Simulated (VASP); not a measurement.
GaSb: single point with PBEsol

The system is GaSb.

```xyz
2
Lattice="-2.8688 2.8688 1.6812 2.8688 -2.8688 1.6812 2.8688 2.8688 -1.6812" Properties=species:S:1:pos:R:3 pbc="T T T"
Ga    2.8688    0.0000    0.8406
Sb    0.0000    0.0000    0.0000
```

This cell differs from its parent crystal: strained.

| Item | Value |
| --- | --- |
| Program | VASP 6.6.1 |
| Task | single point |
| Functional | PBEsol |
| Potentials or basis | VASP PAW PBE potentials, release 64 (Ga_d, Sb) |
| Cutoff | 520 eV |
| k mesh | 16 × 16 × 16 |
| Occupations | gaussian, width 0.1 eV |
| Spin | no spin polarisation |
| Dipole correction | no |
| Further INCAR settings | ALGO = Normal; EDIFF = 1e-07; NBANDS = 16 |

* Pressure: -7.3 GPa
* Band gap on the k mesh: zero (band 9 reaches 6.75 eV, above the bottom of band 10 at 2.48 eV)

Stress tensor (GPa, compression positive):
```
-7.35  0.00  0.00
 0.00 -7.35  0.00
 0.00  0.00 -7.25
```

Levels at points of the mesh, in eV from the Fermi level:
```
           k point  band 7  band 8  band 9  band 10  band 11  band 12
(0.00, 0.00, 0.00)   -3.21   -1.47   -1.47     3.70     4.05     6.43
(0.50, 0.00, 0.00)   -5.07   -2.32   -1.25    -0.88     2.58     2.96
(0.50, 0.50, 0.00)   -7.23    0.08    1.81     1.84     2.22     3.89
(0.50, 0.50, 0.50)   -5.51   -4.17   -4.17     2.85     4.48     9.09
```

Run time: 4.7 min on 1 thread of Intel(R) Xeon(R) 6975P-C (Granite Rapids) (shared host), peak memory 0.45 GiB.

Caveat: the cell differs from its parent crystal (strained); the PAW data sets were made with another functional, which shifts forces and pressure a little; spin-orbit coupling is left out, which moves the levels of the heavy elements.
